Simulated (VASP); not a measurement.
Wanted: the native input for a VASP 6.6.1 run.

| Quantity | Value |
| --- | --- |
| Task | single point |
| Functional | r2SCAN |
| Potentials or basis | VASP PAW PBE potentials, release 64 (Pb_d, S) |
| Cutoff | 520 eV |
| k mesh | 4 × 6 × 6 |
| Occupations | gaussian, width 0.01 eV |
| Spin | no spin polarisation |
| Dipole correction | no |
| Further INCAR settings | ALGO = Normal; EDIFF = 1e-07; NBANDS = 28 |

Crystal: PbS.

```xyz
4
Lattice="5.9556 0.0000 0.0000 0.0000 2.8893 2.9685 0.0000 -2.8893 2.9685" Properties=species:S:1:pos:R:3 pbc="T T T"
Pb    4.4661   -1.4446    3.0310
Pb    1.4895    1.4446    3.0310
S     4.4647    1.4446    3.0308
S     1.4909   -1.4446    3.0308
```

This cell differs from its parent crystal: uniaxial y strain -2.7%.

The input as run:

POSCAR

```
PbS
1.0
    5.9555920687      0.0000000000      0.0000000000
    0.0000000000      2.8892837296      2.9685438740
    0.0000000000     -2.8892837296      2.9685438740
Pb S
2 2
Direct
    0.7498944786      0.2605185040      0.7605185040
    0.2501055214      0.7605185040      0.2605185040
    0.7496621066      0.7604814960      0.2604814960
    0.2503378934      0.2604814960      0.7604814960
```

INCAR.step1

```
PREC = Accurate ; ENCUT = 520
ISMEAR = 0 ; SIGMA = 0.01
LREAL = F ; LASPH = T
NELM = 60 ; NBANDS = 28
GGA = PE ; ALGO = Normal
EDIFF = 1E-4 ; LWAVE = T
LCHARG = F
```

INCAR.step2

```
PREC = Accurate ; ENCUT = 520
EDIFF = 1E-7 ; ISMEAR = 0
SIGMA = 0.01 ; LREAL = F
LASPH = T ; NELM = 60
ALGO = Normal ; ISIF = 2
LWAVE = F ; LCHARG = F
METAGGA = R2SCAN ; LMIXTAU = T
NBANDS = 28 ; ISTART = 1
```

KPOINTS

```
regular mesh
0
Gamma
  4 6 6
```

Potentials or basis: VASP PAW PBE potentials, release 64 (Pb_d, S).

The run is started by

```bash
$ cat potpaw_PBE.64/Pb_d/POTCAR potpaw_PBE.64/S/POTCAR > POTCAR
$ cp INCAR.step1 INCAR
$ mpirun -np 1 vasp_std > vasp.out
$ cp INCAR.step2 INCAR
$ mpirun -np 1 vasp_std > vasp.out
```

It gave:

- Pressure: 2.9 GPa
- Band gap on the k mesh: 0.51 eV

Caveat: the cell differs from its parent crystal (uniaxial y strain -2.7%); the PAW data sets were made with another functional, which shifts forces and pressure a little; spin-orbit coupling is left out, which moves the levels of the heavy elements.

It took 4.6 min on 1 thread of Intel(R) Xeon(R) Platinum 8375C CPU @ 2.90GHz (Ice Lake), with other jobs on the host, peak memory 0.28 GiB.
